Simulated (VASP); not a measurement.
A run of VASP 6.6.1 is set up as follows.

Contents of INCAR:

```
SYSTEM = Ga3AsN2
PREC     = Accurate       ! precision mode
ENCUT    = 520            ! plane-wave cutoff, eV
EDIFF    = 1E-6           ! SCF threshold, eV
ISMEAR   = 0              ! smearing method
SIGMA    = 0.1            ! smearing width, eV
LREAL    = .FALSE.        ! projectors in reciprocal space
LASPH    = .TRUE.         ! aspherical terms in the spheres
NELM     = 80             ! most SCF steps
ALGO     = Normal         ! electronic algorithm
ISIF     = 2              ! what is computed and relaxed
LWAVE    = .FALSE.        ! write WAVECAR
LCHARG   = .FALSE.        ! write CHGCAR
GGA      = PE             ! functional
NBANDS   = 36             ! bands
```

The input KPOINTS:

```
regular mesh
0
G
  6 6 2
  0 0 0
```

File POSCAR:

```
Ga3AsN2
1.0
    3.6134746900      0.0000000000      0.0000000000
   -1.8067373500      3.1293608800      0.0000000000
    0.0000000000      0.0000000000      8.8511692000
Ga As N
3 1 2
Direct
    0.0000000000      0.0000000000      0.0000000000
    0.3333333300      0.6666666700      0.6666666700
    0.6666666700      0.3333333300      0.3333333300
    0.3333333300      0.6666666700      0.9166666700
    0.6666666700      0.3333333300      0.5833333300
    0.0000000000      0.0000000000      0.2500000000
```

Potentials or basis: VASP PAW PBE potentials, release 64 (Ga_d, As, N).

Launch:

```console
$ cat potpaw_PBE.64/Ga_d/POTCAR potpaw_PBE.64/As/POTCAR potpaw_PBE.64/N/POTCAR > POTCAR
$ mpirun -np 1 vasp_std > vasp.out
```

Task: Estimate the pressure.

Result: -2.1 GPa.

Task: Predict the band gap on the k mesh.

Result: Zero (filled and empty bands touch).

Task: Estimate the largest force.

Result: 4.650 eV/Å.

Forces in eV/Å, atoms in the order of the input:
```
Ga   0.000  0.000  4.286
Ga   0.000  0.000 -4.650
Ga   0.000  0.000  0.156
As   0.000  0.000  0.381
N    0.000  0.000 -0.248
N    0.000  0.000  0.074
```

Caveat: semilocal functionals underestimate gaps, so a narrow gap can read as zero; forces of over 1 eV/Å act on the atoms, so gaps and moduli don't describe the material at rest.
